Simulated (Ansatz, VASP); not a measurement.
# One calculation of NaI, two programs

```
CELL_PARAMETERS angstrom
4.04054 0.00000 0.00000
0.00000 4.04054 0.00000
0.00000 0.00000 4.10317
ATOMIC_POSITIONS crystal
Na 0.00000 0.00000 0.00000
I 0.50000 0.50000 0.50000
```

Change from the starting cell: uniaxial_z strain +1.6%.

Alike in both runs: task single point; functional r2SCAN; k mesh 6 × 6 × 6; no spin polarisation.

```csv
,VASP,Ansatz
version,VASP 6.6.1,Ansatz 0.2.0
potentials or method,"VASP PAW PBE potentials, release 64 (Na_pv, I)","plane waves, PAW"
plane-wave cutoff (eV),520,500
occupations,"gaussian, width 0.01 eV",fixed
valence electrons in the cell,14,26
```

|  | VASP | Ansatz | Ansatz less VASP |
| --- | --- | --- | --- |
| gap on the k mesh at the Fermi level (eV) | 3.01 | 2.99 | -0.015 |
| pressure (GPa) | -0.4 | -0.3 | +0.09 |
| traceless stress, the component that is largest in VASP (GPa) | -0.54 | -0.52 | +0.018 |

VASP's potentials were made for PBE, not for r2SCAN. VASP's potentials hold 14 valence electrons a cell and Ansatz's 26, so a difference there can come from the potentials and not from the codes.

Neither program's run includes spin-orbit coupling.
